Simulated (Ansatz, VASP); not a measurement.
## LiF: VASP beside Ansatz

The input INCAR:

```
ALGO = Normal
EDIFF = 1E-6
ENCUT = 520
GGA = PE
ISIF = 2
ISMEAR = -1
LASPH = T
LCHARG = F
LREAL = F
LWAVE = F
NBANDS = 12
NELM = 60
PREC = Accurate
SIGMA = 0.02
```

Contents of KPOINTS:

```
k-points
0
Gamma
  10 10 10
```

POSCAR

```
LiF
1.0
    0.0000000000      2.0684825078      1.9948717406
    2.0684825078      0.0000000000      1.9948717406
    2.0684825078      2.0684825078      0.0000000000
Li F
1 1
Direct
    0.0000000000      0.0000000000      0.0000000000
    0.5000000000      0.5000000000      0.5000000000
```

Input for Ansatz:

```yaml
crystal:
  lattice:
    - [0.0, 2.0684825078, 1.9948717406]
    - [2.0684825078, 0.0, 1.9948717406]
    - [2.0684825078, 2.0684825078, 0.0]
  atoms:
    - { symbol: Li, position: [0.0, 0.0, 0.0] }
    - { symbol: F, position: [0.5, 0.5, 0.5] }
kpoints:
  mp_grid: { grid: [10, 10, 10] }
  band_path:
    path:
      - [0.0, 0.0, 0.0]
      - [0.5, 0.0, 0.5]
      - [0.625, 0.25, 0.625]
      - [0.375, 0.375, 0.75]
      - [0.5, 0.5, 0.5]
      - [0.5, 0.25, 0.75]
    npoints: 1
hamiltonian:
  xc: pbe
scf:
  occupations: { method: fermi_dirac, width: 0.02 }
  n_extra_bands: 4
output:
  forces: true
  stress: true
  eigenvalues: true
```

Change from the starting cell: biaxial_xy strain +3.7%.

Alike in both runs: task single point; functional PBE; k mesh 10 × 10 × 10; occupations fermi-dirac, width 0.02 eV; no spin polarisation.

|  | VASP | Ansatz |
| --- | --- | --- |
| version | VASP 6.6.1 | Ansatz 0.2.0 |
| potentials or method | VASP PAW PBE potentials, release 64 (Li_sv, F) | plane waves, PAW |
| plane-wave cutoff (eV) | 520 | 420 |
| valence electrons in the cell | 10 | 10 |

```tsv
	VASP	Ansatz	Ansatz less VASP
gap on the k mesh at the Fermi level (eV)	8.68	8.68	+0.002
```

The functional is the same, so the differences come from potentials, cutoffs and numerics.

Noted on VASP's run: the cutoff is short for stress, so the pressure is rough.
